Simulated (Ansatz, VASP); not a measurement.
# One calculation of MgO, two programs

```xyz
2
Lattice="0.0000 2.1287 2.1287 2.1287 0.0000 2.1287 2.1287 2.1287 0.0000" Properties=species:S:1:pos:R:3 pbc="T T T"
Mg    0.0000    0.0000    0.0000
O     2.1287    2.1287    2.1287
```

Alike in both runs: task single point; functional PBE; k mesh 8 × 8 × 8; occupations gaussian, width 0.05 eV; no spin polarisation.

|  | VASP | Ansatz |
| --- | --- | --- |
| version | VASP 6.6.1 | Ansatz 0.2.0 |
| potentials or method | VASP PAW PBE potentials, release 64 (Mg_sv, O), cutoff 840 eV | scalar-relativistic, plane waves, PAW |
| valence electrons in the cell | 16 | 16 |

Ansatz gave:

* gap on the k mesh at the Fermi level (eV): 4.44
* least direct gap on the mesh (eV): 4.44
* pressure (GPa): -0.4

Q: Estimate VASP's values.

A: gap on the k mesh at the Fermi level (eV): 4.43; least direct gap on the mesh (eV): 4.43; pressure (GPa): -0.3.
